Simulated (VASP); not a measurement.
Here is a VASP 6.6.1 calculation.

The input INCAR:

```
SYSTEM = Al3HRu4
  PREC = Accurate
  ENCUT = 520
  EDIFF = 1E-6
  ISMEAR = 0
  SIGMA = 0.1
  LREAL = .False.
  LASPH = .True.
  NELM = 80
  ALGO = Fast
  ISIF = 2
  LWAVE = .False.
  LCHARG = .False.
  LDIPOL = .True.
  IDIPOL = 3
  DIPOL = 0.5 0.5 0.490
  GGA = PS
  IBRION = 2
  NSW = 90
  EDIFFG = -0.03
  KPAR = 4
```

The input KPOINTS:

```
Automatic mesh
0
Gamma
  10 10 1
  0 0 0
```

The input POSCAR:

```
Al3HRu4
1.0
    2.9764078218      0.0000000000      0.0000000000
    0.0000000000      2.9764078218      0.0000000000
    0.0000000000      0.0000000000     27.9292234653
Ru Al H
4 3 1
Selective dynamics
Direct
    0.5000000000      0.5000000000      0.3043407207  F F F
    0.5000000000      0.5000000000      0.4109103798  F F F
    0.5000000000      0.5000000000      0.5161545893  T T T
    0.5000000000      0.5000000000      0.6191409097  T T T
    0.0000000000      0.0000000000      0.3576255503  F F F
    0.0000000000      0.0000000000      0.4633640873  T T T
    0.0000000000      0.0000000000      0.5690027734  T T T
    0.5000000000      0.5000000000      0.6828734371  T T T
```

Potentials or basis: VASP PAW PBE potentials, release 64 (Ru_pv, Al, H).

The run is started by

```console
$ cat potpaw_PBE.64/Ru_pv/POTCAR potpaw_PBE.64/Al/POTCAR potpaw_PBE.64/H/POTCAR > POTCAR
$ mpirun -np 4 vasp_std > vasp.out
```

Estimate the energy gained by relaxing.

24.2 meV/atom.

Predict the band gap on the k mesh.

zero (bands 33 and 34 overlap by 2.24 eV).

Final structure:
```cif
data_structure
_symmetry_space_group_name_H-M 'P 1'
_symmetry_Int_Tables_number 1
_cell_length_a 2.9764
_cell_length_b 2.9764
_cell_length_c 27.9292
_cell_angle_alpha 90.000
_cell_angle_beta 90.000
_cell_angle_gamma 90.000
_cell_volume 247.43
loop_
_atom_site_label
_atom_site_type_symbol
_atom_site_fract_x
_atom_site_fract_y
_atom_site_fract_z
_atom_site_occupancy
Ru1 Ru 0.50000 0.50000 0.30434 1
Ru2 Ru 0.50000 0.50000 0.41091 1
Ru3 Ru 0.50000 0.50000 0.51607 1
Ru4 Ru 0.50000 0.50000 0.62546 1
Al1 Al 0.00000 0.00000 0.35763 1
Al2 Al 0.00000 0.00000 0.46378 1
Al3 Al 0.00000 0.00000 0.57112 1
H1 H 0.50000 0.50000 0.68327 1
```
